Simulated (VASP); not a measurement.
# Nb (Im-3m) in VASP: further runs

Nb is run at these levels: LDA; tasks: single point.

Everything below comes from runs of VASP 6.6.1. Logs are shortened: lines on timing, memory, paths and dates and some standing lists are left out, and cuts for length are marked.

**1. The cell of the first run**

The structure is cubic, space group Im-3m (No. 229). Conventional cell: a = 3.331 Å, b = 3.331 Å, c = 3.331 Å, α = 90.00°, β = 90.00°, γ = 90.00°. Within 3.8 Å of Nb (site symmetry m-3m) lie 14 Nb at 2.88 to 3.33 Å.

**2. Single point, LDA (volume scaled by 1.08)**

File INCAR:

```
SYSTEM = Nb
PREC     = Accurate       ! precision mode
ENCUT    = 520            ! plane-wave cutoff, eV
EDIFF    = 1E-6           ! SCF threshold, eV
ISMEAR   = -1             ! smearing method
SIGMA    = 0.1            ! smearing width, eV
LREAL    = .False.        ! projectors in reciprocal space
LASPH    = .True.         ! aspherical terms in the spheres
NELM     = 60             ! most SCF steps
ALGO     = Normal         ! electronic algorithm
ISIF     = 2              ! what is computed and relaxed
LWAVE    = .False.        ! write WAVECAR
LCHARG   = .False.        ! write CHGCAR
NBANDS   = 12             ! bands
```

File KPOINTS:

```
Automatic mesh
0
Gamma
  22 22 22
  0 0 0
```

File POSCAR:

```
Nb
1.0
   -1.6652877569      1.6652877569      1.6652877569
    1.6652877569     -1.6652877569      1.6652877569
    1.6652877569      1.6652877569     -1.6652877569
Nb
1
Direct
    0.0000000000      0.0000000000      0.0000000000
```

Potentials or basis: VASP PAW LDA potentials, release 64 (Nb_sv).

Started as:

```bash
$ cat potpaw_LDA.64/Nb_sv/POTCAR > POTCAR
$ mpirun -np 1 vasp_std > vasp.out
```

OUTCAR:

```text
SYSTEM = Nb
   PREC = Accurate
   ENCUT = 520
   EDIFF = 1E-6
   ISMEAR = -1
   LREAL = .False.
   LASPH = .True.
   NELM = 60
   ISIF = 2

 ion  position               nearest neighbor table
   1  0.000  0.000  0.000-

  LATTYP: Found a body centered cubic cell.
 ALAT       =     3.3305755138

  Lattice vectors:

 A1 = (  -1.6652877569,   1.6652877569,   1.6652877569)
 A2 = (   1.6652877569,  -1.6652877569,   1.6652877569)
 A3 = (   1.6652877569,   1.6652877569,  -1.6652877569)

Analysis of symmetry for initial positions (statically):
=====================================================================
 Subroutine PRICEL returns:
 Original cell was already a primitive cell.

 Routine SETGRP: Setting up the symmetry group for a
 body centered cubic supercell.

 Subroutine GETGRP returns: Found 48 space group operations
 (whereof 48 operations were pure point group operations)
 out of a pool of 48 trial point group operations.

The static configuration has the point symmetry O_h .

Analysis of symmetry for dynamics (positions and initial velocities):
=====================================================================
 Subroutine PRICEL returns:
 Original cell was already a primitive cell.

 Routine SETGRP: Setting up the symmetry group for a
 body centered cubic supercell.

 Subroutine GETGRP returns: Found 48 space group operations
 (whereof 48 operations were pure point group operations)
 out of a pool of 48 trial point group operations.

The dynamic configuration has the point symmetry O_h .

 Subroutine INISYM returns: Found 48 space group operations
 (whereof 48 operations are pure point group operations),
 and found     1 'primitive' translations

----------------------------------------------------------------------------------------

                                     Primitive cell

  volume of cell :      18.4726

  direct lattice vectors                    reciprocal lattice vectors
    -1.665287757  1.665287757  1.665287757     0.000000000  0.300248409  0.300248409
     1.665287757 -1.665287757  1.665287757     0.300248409  0.000000000  0.300248409
     1.665287757  1.665287757 -1.665287757     0.300248409  0.300248409  0.000000000

  length of vectors
     2.884363004  2.884363004  2.884363004     0.424615372  0.424615372  0.424615372

  position of ions in fractional coordinates (direct lattice)
     0.000000000  0.000000000  0.000000000

  ion indices of the primitive-cell ions
   primitive index   ion index
                 1           1

----------------------------------------------------------------------------------------

 KPOINTS: Automatic mesh

Automatic generation of k-mesh.
 Grid dimensions read from file:
 generate k-points for:   22   22   22

 Generating k-lattice:

  Cartesian coordinates                     Fractional coordinates (reciprocal lattice)
     0.000000000  0.013647655  0.013647655     0.045454545  0.000000000  0.000000000
     0.013647655  0.000000000  0.013647655     0.000000000  0.045454545  0.000000000
     0.013647655  0.013647655  0.000000000     0.000000000  0.000000000  0.045454545

  Length of vectors
     0.019300699  0.019300699  0.019300699

  Shift w.r.t. Gamma in fractional coordinates (k-lattice)
     0.000000000  0.000000000  0.000000000

 Subroutine IBZKPT returns following result:
 ===========================================

 Found    328 irreducible k-points:

 Following reciprocal coordinates:
            Coordinates               Weight
  0.000000  0.000000  0.000000      1.000000
  0.045455  0.000000  0.000000     12.000000
  0.090909  0.000000  0.000000     12.000000
  0.136364  0.000000  0.000000     12.000000
  0.181818  0.000000  0.000000     12.000000
  0.227273  0.000000  0.000000     12.000000
[... 16 lines left out ...]
  0.090909  0.090909  0.000000     24.000000
  0.136364  0.090909  0.000000     48.000000
 [... further k-points ...]
   k-points           NKPTS =    328   k-points in BZ     NKDIM =    328   number of bands    NBANDS=     12
   number of dos      NEDOS =    301   number of ions     NIONS =      1
   total plane-waves  NPLWV =  13824
   dimension x,y,z NGX =    24 NGY =   24 NGZ =   24
   dimension x,y,z NGXF=    48 NGYF=   48 NGZF=   48
   ions per type =               1
   NGX,Y,Z   is equivalent  to a cutoff of  13.83, 13.83, 13.83 a.u.
   NGXF,Y,Z  is equivalent  to a cutoff of  27.67, 27.67, 27.67 a.u.
 SYSTEM =  Nb
   PREC   = accura    normal or accurate (medium, high low for compatibility)
   ISTART =      0    job   : 0-new  1-cont  2-samecut
   ICHARG =      2    charge: 1-file 2-atom 10-const
   ISPIN  =      1    spin polarized calculation?
   LNONCOLLINEAR =      F non collinear calculations
   LSORBIT =      F    spin-orbit coupling
   LASPH  =      T    aspherical Exc in radial PAW
   ENCUT  =  520.0 eV  38.22 Ry    6.18 a.u.   5.36  5.36  5.36*2*pi/ulx,y,z
   NELM   =     60;   NELMIN=  2; NELMDL= -5     # of ELM steps
   EDIFF  = 0.1E-05   stopping-criterion for ELM
   LREAL  =      F    real-space projection
   EDIFFG = 0.1E-04   stopping-criterion for IOM
   NSW    =      0    number of steps for IOM
   IBRION =     -1    ionic relax: 0-MD 1-quasi-New 2-CG
   NFREE  =      0    steps in history (QN), initial steepest desc. (CG)
   ISIF   =      2    stress and relaxation
   ISYM   =      2    0-nonsym 1-usesym 2-fastsym
   POTIM  = 0.5000    time-step for ionic-motion
   TEBEG  =    0.0;   TEEND  =   0.0 temperature during run
   PSTRESS=    0.0 pullay stress
   NELECT =      13.0000    total number of electrons
   NUPDOWN=      -1.0000    fix difference up-down
   EMIN   =  10.00;   EMAX   =-10.00  energy-range for DOS
   EFERMI =   0.00;   METHOD = LEGACY
   ISMEAR =    -1;   SIGMA  =   0.10  broadening in eV -4-tet -1-fermi 0-gaus
   EFERMI_NEDOS =   21; number of points for ismear=-14 and -15
   IALGO  =     38    algorithm
   IMIX   =      4    mixing-type and parameters
     AMIX     =   0.40;   BMIX     =  1.00
     AMIX_MAG =   1.60;   BMIX_MAG =  1.00
  volume/ion in A,a.u.               =      18.47       124.66
  Fermi-wavevector in a.u.,A,eV,Ry     =   1.456174  2.751770 28.850382  2.120443
  Thomas-Fermi vector in A             =   2.573123
   LORBIT       =      0    0 simple, 1 ext, 2 COOP (PROOUT), +10 PAW based schemes
   GGA     = CA    functional components
   LHFCALC =     F    Hartree Fock is set to
   AEXX    =    0.0000 exact exchange contribution
   IVDW    =     0    specifies the selected vdW correction
   LEPSILON=     F    determine dielectric tensor
   LRPA    =     F    only Hartree local field effects (RPA)
 non-spin polarized calculation
  energy-cutoff  :      520.00
  volume of cell :       18.47
 maximum number of plane-waves:       531
 NGX is ok and might be reduce to    24
   NGX = 11   NGY = 11   NGZ = 11

 number of electron      12.9999999 magnetization

 Free energy of the ion-electron system (eV)
  ---------------------------------------------------
  ext. energy  EPLUGINS =         0.00000000
  ---------------------------------------------------
  free energy    TOTEN  =       -11.22569634 eV

  energy without entropy =      -11.17604244  energy(sigma->0) =      -11.20086939

 E-fermi :  10.6489     XC(G=0): -12.5856

 val. band max:       10.6466448938   @ k =  -0.3636   0.4091   0.0909
 cond. band min:      10.6502127772   @ k =   0.3636   0.2273   0.0000
 fundamental gap:      0.0035678834
 Fermi energy:        10.6489381950

 k-point     1 :       0.0000    0.0000    0.0000
  band No.  band energies     occupation
      1     -43.4555      2.00000
      2     -18.9580      2.00000
      3     -18.9580      2.00000
      4     -18.9580      2.00000
      5       4.7625      2.00000
      6      10.9861      0.06638
      7      10.9861      0.06638
      8      10.9861      0.06638
      9      13.8034      0.00000
     10      13.8034      0.00000
     11      24.8118      0.00000
     12      24.8118      0.00000

 k-point     2 :       0.0455    0.0000    0.0000
  band No.  band energies     occupation
      1     -43.4509      2.00000
      2     -18.9857      2.00000
      3     -18.9664      2.00000
      4     -18.9581      2.00000
      5       4.8464      2.00000
      6      10.9349      0.10837
      7      10.9754      0.07359
      8      11.0657      0.03050
      9      13.7226      0.00000
     10      13.8037      0.00000
     11      24.8848      0.00000
     12      24.9708      0.00000

 k-point     3 :       0.0909    0.0000    0.0000
  band No.  band energies     occupation
      1     -43.4378      2.00000
      2     -19.0663      2.00000
      3     -18.9911      2.00000
      4     -18.9587      2.00000
      5       5.0909      2.00000
      6      10.7895      0.39397
      7      10.9328      0.11050
      8      11.3023      0.00290
      9      13.5275      0.00000
     10      13.8071      0.00000
     11      25.0643      0.00000
     12      25.3806      0.00000

 k-point     4 :       0.1364    0.0000    0.0000
  band No.  band energies     occupation
      1     -43.4169      2.00000
      2     -19.1918      2.00000
      3     -19.0297      2.00000
      4     -18.9597      2.00000
      5       5.4733      2.00000
      6      10.5713      1.36975
      7      10.8361      0.26674
      8      11.6901      0.00006
      9      13.3282      0.00000
     10      13.8207      0.00000
     11      25.2774      0.00000
     12      26.0603      0.00000

 k-point     5 :       0.1818    0.0000    0.0000
  band No.  band energies     occupation
      1     -43.3900      2.00000
      2     -19.3502      2.00000
      3     -19.0790      2.00000
      4     -18.9610      2.00000
      5       5.9507      2.00000
      6      10.3086      1.93563
      7      10.6866      0.81365
      8      12.2186      0.00000
      9      13.2256      0.00000
     10      13.8533      0.00000
     11      25.3591      0.00000
     12      26.6349      0.00000
[... 228 lines left out ...]
      1     -43.2373      2.00000
      2     -20.1709      2.00000
      3     -19.3509      2.00000
      4     -18.9793      2.00000
      5       7.1191      2.00000
      6       9.1188      2.00000
      7      12.1890      0.00000
      8      13.8158      0.00000
      9      14.4954      0.00000
     10      16.4819      0.00000
     11      22.5311      0.00000
     12      22.7801      0.00000

 k-point    22 :       0.4545    0.0455    0.0000
  band No.  band energies     occupation
      1     -43.2281      2.00000
      2     -20.2175      2.00000
      3     -19.3671      2.00000
      4     -18.9798      2.00000
      5       7.0747      2.00000
      6       9.0572      2.00000
      7      12.5922      0.00000
      8      13.7985      0.00000
      9      14.5883      0.00000
     10      16.8847      0.00000
     11      22.2268      0.00000
     12      22.3968      0.00000

 k-point    23 :       0.0909    0.0909    0.0000
  band No.  band energies     occupation
      1     -43.4050      2.00000
      2     -19.2613      2.00000
      3     -19.0282      2.00000
      4     -18.9848      2.00000
      5       5.6947      2.00000
      6      10.5387      1.50124
      7      10.6405      1.04194
      8      11.9781      0.00000
      9      13.1609      0.00000
     10      13.9154      0.00000
     11      25.5315      0.00000
     12      26.2079      0.00000

 k-point    24 :       0.1364    0.0909    0.0000
  band No.  band energies     occupation
      1     -43.3792      2.00000
      2     -19.4060      2.00000
      3     -19.0747      2.00000
      4     -18.9932      2.00000
      5       6.1617      2.00000
      6      10.3046      1.93809
      7      10.4564      1.74542
      8      12.5374      0.00000
      9      13.0347      0.00000
     10      14.0111      0.00000
     11      25.7421      0.00000
     12      26.4755      0.00000

 [... further k-points ...]
[... 5 lines left out ...]
  --------------------------------------------------------------------------------------
  -------------------------------------------------------------------------------------
  Total       -1.4387772     -1.4387772     -1.4387772      0.0000000      0.0000000      0.0000000
  in kB     -124.7889906   -124.7889906   -124.7889906      0.0000000      0.0000000      0.0000000
  external PRESSURE =    -124.7889906 kB  Pullay stress =       0.0000000 kB

 VOLUME and BASIS-vectors are now :
 -----------------------------------------------------------------------------
  energy-cutoff  :      520.00
  volume of cell :       18.47
      direct lattice vectors                 reciprocal lattice vectors
    -1.665287757  1.665287757  1.665287757     0.000000000  0.300248409  0.300248409
     1.665287757 -1.665287757  1.665287757     0.300248409  0.000000000  0.300248409
     1.665287757  1.665287757 -1.665287757     0.300248409  0.300248409  0.000000000

 POSITION                                       TOTAL-FORCE (eV/Angst)
 -----------------------------------------------------------------------------------
      0.00000      0.00000      0.00000         0.000000     -0.000000      0.000000
 -----------------------------------------------------------------------------------
    total drift:                                0.000000      0.000000      0.000000

  FREE ENERGIE OF THE ION-ELECTRON SYSTEM (eV)
  ---------------------------------------------------
  free  energy   TOTEN  =       -11.2256963387 eV

  energy  without entropy=      -11.1760424356  energy(sigma->0) =      -11.20086939
```

Run time: 21 s. Hardware: 1 thread of Intel Xeon 6975P-C (Granite Rapids), shared host; peak memory 0.18 GiB.

Results:

| Property | Result |
| --- | --- |
| Free energy | -11.2257 eV |
| Pressure | -12.5 GPa |

Levels at points of the mesh, in eV from the Fermi level:
```
           k point  band 3  band 4  band 5  band 6  band 7  band 8  band 9  band 10  band 11  band 12
(0.00, 0.00, 0.00)  -29.61  -29.61   -5.89    0.34    0.34    0.34    3.15     3.15    14.16    14.16
(0.50, 0.00, 0.00)  -30.01  -29.62   -3.64   -1.62    2.21    3.17    3.83     6.18    11.56    11.63
(0.50, 0.50, 0.50)  -30.48  -30.48   -3.60   -3.60    5.43    5.43    5.43     8.85     8.85     8.85
```

**3. Single point, LDA (volume scaled by 1.12)**

File INCAR:

```
PREC = Accurate
ENCUT = 520
EDIFF = 1E-6
ISMEAR = -1
SIGMA = 0.1
LREAL = False
LASPH = True
NELM = 60
ALGO = Normal
ISIF = 2
LWAVE = False
LCHARG = False
GGA = CA
NBANDS = 12
```

File KPOINTS:

```
regular mesh
0
Gamma
  22 22 22
```

File POSCAR:

```
Nb
1.0
   -1.6855981458      1.6855981458      1.6855981458
    1.6855981458     -1.6855981458      1.6855981458
    1.6855981458      1.6855981458     -1.6855981458
Nb
1
Direct
    0.0000000000      0.0000000000      0.0000000000
```

Potentials or basis: VASP PAW LDA potentials, release 64 (Nb_sv).

Started as:

```bash
$ cat potpaw_LDA.64/Nb_sv/POTCAR > POTCAR
$ mpirun -np 1 vasp_std > vasp.out
```

It took 22 s on 1 thread of Intel Xeon 6975P-C (Granite Rapids), shared host; peak memory 0.18 GiB.

Results (log left out):

```
Free energy : -11.1624 eV
Pressure    : -17.3 GPa
```

Levels at points of the mesh, in eV from the Fermi level:
```
           k point  band 4  band 5  band 6  band 7  band 8  band 9  band 10  band 11
(0.00, 0.00, 0.00)  -29.73   -5.81    0.34    0.34    0.34    3.04     3.04    14.06
(0.50, 0.00, 0.00)  -29.74   -3.50   -1.52    2.05    3.04    3.67     5.89    11.08
(0.50, 0.50, 0.50)  -30.51   -3.41   -3.41    5.19    5.19    5.19     8.55     8.55
```
